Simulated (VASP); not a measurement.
Wanted: the native input for a VASP 6.6.1 run.

```
Task                   : single point
Functional             : PBE
Potentials or basis    : VASP PAW PBE potentials, release 64 (Ti_sv, Al)
Cutoff                 : 520 eV
k mesh                 : 18 × 18 × 10
Occupations            : gaussian, width 0.15 eV
Spin                   : no spin polarisation
Dipole correction      : no
Further INCAR settings : ALGO = Fast; EDIFF = 1e-06; NBANDS = 14
```

The structure of TiAl lies in POSCAR:

```
TiAl
1.0
    3.0250000000      0.0000000000      0.0000000000
   -1.5125000000      2.6197268464      0.0000000000
    0.0000000000      0.0000000000      5.0668000000
Ti Al
1 1
Direct
    0.0000000000      0.0000000000      0.0000000000
    0.3333333333      0.6666666667      0.5000000000
```

One way to write it, as run:

INCAR

```
PREC     = Accurate       # precision mode
ENCUT    = 520            # plane-wave cutoff, eV
EDIFF    = 1E-6           # SCF threshold, eV
ISMEAR   = 0              # smearing method
SIGMA    = 0.15           # smearing width, eV
LREAL    = F              # projectors in reciprocal space
LASPH    = T              # aspherical terms in the spheres
NELM     = 80             # most SCF steps
ALGO     = Fast           # electronic algorithm
ISIF     = 2              # what is computed and relaxed
LWAVE    = F              # write WAVECAR
LCHARG   = T              # write CHGCAR
GGA      = PE             # functional
LELF     = T              # ELF
LVHAR    = T            
NBANDS   = 14             # bands
```

KPOINTS

```
regular mesh
0
Gamma
  18 18 10
```

Potentials or basis: VASP PAW PBE potentials, release 64 (Ti_sv, Al).

Run with:

```bash
$ cat potpaw_PBE.64/Ti_sv/POTCAR potpaw_PBE.64/Al/POTCAR > POTCAR
$ mpirun -np 1 vasp_std > vasp.out
```

It gave:

```json
{
 "Pressure": "-13.5 GPa"
}
```

Wall time 2.9 min on 1 thread of Intel Xeon 6975P-C, with other jobs on the host, peak memory 0.26 GiB.
